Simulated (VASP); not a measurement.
Wanted: the native input for a VASP 6.6.1 run.

```yaml
Task: single point
Functional: PBEsol
Potentials_or_basis: VASP PAW PBE potentials, release 64 (Ta_pv, Si)
Cutoff: 520 eV
k_mesh: 7 × 7 × 4
Occupations: fermi-dirac, width 0.05 eV
Spin: no spin polarisation
Dipole_correction: no
Further_INCAR_settings: ALGO = Normal; EDIFF = 1e-07; NBANDS = 38
```

The structure of TaSi2 lies in POSCAR:

```
TaSi2
1.0
    4.7839000000      0.0000000000      0.0000000000
   -2.3919500000      4.1429789292      0.0000000000
    0.0000000000      0.0000000000      6.5700000000
Ta Si
3 6
Direct
    0.0000000000      0.5000000000      0.3333333333
    0.5000000000      0.5000000000      0.6666666667
    0.5000000000      0.0000000000      0.0000000000
    0.3179400000      0.1589700000      0.3333333333
    0.1589700000      0.8410300000      0.6666666667
    0.8410300000      0.6820600000      0.0000000000
    0.6820600000      0.8410300000      0.3333333333
    0.8410300000      0.1589700000      0.6666666667
    0.1589700000      0.3179400000      0.0000000000
```

The input as run:

INCAR

```
SYSTEM = TaSi2
PREC = Accurate
ENCUT = 520
EDIFF = 1E-7
ISMEAR = -1
SIGMA = 0.05
LREAL = .False.
LASPH = .True.
NELM = 100
ALGO = Normal
ISIF = 2
LWAVE = .False.
LCHARG = .False.
GGA = PS
NBANDS = 38
```

KPOINTS

```
Automatic mesh
0
Gamma
  7 7 4
  0 0 0
```

Potentials or basis: VASP PAW PBE potentials, release 64 (Ta_pv, Si).

The run is started by

```bash
$ cat potpaw_PBE.64/Ta_pv/POTCAR potpaw_PBE.64/Si/POTCAR > POTCAR
$ mpirun -np 1 vasp_std > vasp.out
```

It gave:

* Pressure: -1.9 GPa
* Largest force: 0.057 eV/Å
* Band gap on the k mesh: zero (an odd number of electrons rules out a gap without spin polarisation)

Caveat: the PAW data sets were made with another functional, which shifts forces and pressure a little; spin-orbit coupling is left out, which moves the levels of the heavy elements.

Wall time 66 s on 1 thread of Intel(R) Xeon(R) 6975P-C (Granite Rapids), with other jobs on the host, peak memory 0.28 GiB.
